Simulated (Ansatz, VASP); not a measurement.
## One calculation of Sn6Ge, two programs

```
Sn Ge
1.0
     6.02756    0.00000    0.00000
    -3.01378    5.22002    0.00000
     0.00000    0.00000    6.33925
Sn Ge
6 1
Direct
  0.63512 0.63512 0.29291
  0.00000 0.63512 0.70709
  0.63512 0.00000 0.70709
  0.36488 0.36488 0.70709
  0.00000 0.36488 0.29291
  0.36488 0.00000 0.29291
  0.00000 0.00000 0.00000
```

Change from the starting cell: species swapped into the Ti6O type (P-31m, No. 162).

Alike in both runs: functional PBE; k mesh 3 × 3 × 3; occupations gaussian, width 0.2 eV; no spin polarisation.

Ansatz relaxed the structure, and its values are those at the end. VASP's run is a single point on that final structure, the one shown.

```csv
,VASP,Ansatz
version,VASP 6.6.1,Ansatz 0.2.0
potentials or method,"VASP PAW PBE potentials, release 64 (Sn_d, Ge_d), cutoff 520 eV","scalar-relativistic, plane waves, PAW"
valence electrons in the cell,98,98
```

Ansatz gave:

- gap on the k mesh at the Fermi level (eV): none
- pressure (GPa): -0.1
- rms of the force components (eV/Å): 0.010

Which values does VASP return?

gap on the k mesh at the Fermi level (eV): none; pressure (GPa): -0.2; rms of the force components (eV/Å): 0.009.

A gap of «none» marks a metal or a gap that the smearing closes.

The k mesh is coarse, so the values compare programs but aren't converged.
